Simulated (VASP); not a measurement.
Set up this calculation in VASP 6.6.1, as the native input.

| Quantity | Value |
| --- | --- |
| Task | relaxation of cell and atoms |
| Functional | PBEsol |
| Potentials or basis | VASP PAW PBE potentials, release 64 (Hf_pv) |
| Cutoff | 600 eV |
| k mesh | 10 × 10 × 12 |
| Occupations | gaussian, width 0.05 eV |
| Spin | no spin polarisation |
| Dipole correction | no |
| Further INCAR settings | ALGO = Fast; EDIFF = 1e-07; IBRION = 2; EDIFFG = -0.01; NSW = 80; ISIF = 3 |

The structure of Hf lies in POSCAR:

```
Hf
1.0
    4.9623295440      0.0000000000      0.0000000000
   -2.4811647720      4.2975034470      0.0000000000
    0.0000000000      0.0000000000      3.0862322500
Hf
3
Direct
    0.6666666700      0.3333333300      0.5000000000
    0.3333333300      0.6666666700      0.5000000000
    0.0000000000      0.0000000000      0.0000000000
```

This isn't the form of Hf at room conditions, which is hcp.

The input as run:

INCAR

```
SYSTEM = Hf
ALGO = Fast
EDIFF = 1E-7
EDIFFG = -0.01
ENCUT = 600
GGA = PS
IBRION = 2
ISIF = 3
ISMEAR = 0
LASPH = .TRUE.
LCHARG = .FALSE.
LREAL = .FALSE.
LWAVE = .FALSE.
NELM = 80
NSW = 80
PREC = Accurate
SIGMA = 0.05
```

KPOINTS

```
k-points
0
G
  10 10 12
  0 0 0
```

Potentials or basis: VASP PAW PBE potentials, release 64 (Hf_pv).

Command:

```sh
$ cat potpaw_PBE.64/Hf_pv/POTCAR > POTCAR
$ mpirun -np 1 vasp_std > vasp.out
```

Results of the run:

```yaml
Relaxed_volume: 21.32 Å³/atom
Relaxed_cell: a = 4.913 Å, b = 4.913 Å, c = 3.059 Å, α = 90.00°, β = 90.00°, γ = 120.00°
Space_group_after_relaxing_to_0.1_Å: P6/mmm (No. 191)
Energy_gained_by_relaxing: 6.5 meV/atom
Ionic_steps: 6
Pressure_after_relaxing: 0.0 GPa
Band_gap_on_the_k_mesh: zero (bands 15 and 16 overlap by 0.96 eV)
```

Caveat: the PAW data sets were made with another functional, which shifts forces and pressure a little; spin-orbit coupling is left out, which moves the levels of the heavy elements.

It took 17 min on 1 thread of Intel Xeon 8259CL, on a shared host, peak memory 0.3 GiB.
